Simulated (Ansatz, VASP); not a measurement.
Two plane-wave programs on MgO

```
Mg O
1.0
     3.48402    0.00000    0.00000
    -1.74201    3.01725    0.00000
     0.00000    0.00000    4.18532
Mg O
2 2
Direct
  0.33333 0.66667 0.25000
  0.66667 0.33333 0.75000
  0.66667 0.33333 0.25000
  0.33333 0.66667 0.75000
```

Alike in both runs: task single point; functional LDA; k mesh 12 × 12 × 6; no spin polarisation.

```csv
,VASP,Ansatz
version,VASP 6.6.1,Ansatz 0.2.0
potentials or method,"VASP PAW LDA potentials, release 64 (Mg_sv, O)","plane waves, PAW"
plane-wave cutoff (eV),750,420
occupations,"gaussian, width 0.01 eV",fixed
valence electrons in the cell,32,32
```

```tsv
	VASP	Ansatz	Ansatz less VASP
gap on the k mesh at the Fermi level (eV)	3.34	3.33	-0.005
pressure (GPa)	-4.1	-4.1	-0.02
traceless stress, the component that is largest in VASP (GPa)	-0.42	-0.42	+0.001
```

LDA's correlation is that of Perdew and Zunger in VASP and of Perdew and Wang (1992) in Ansatz.
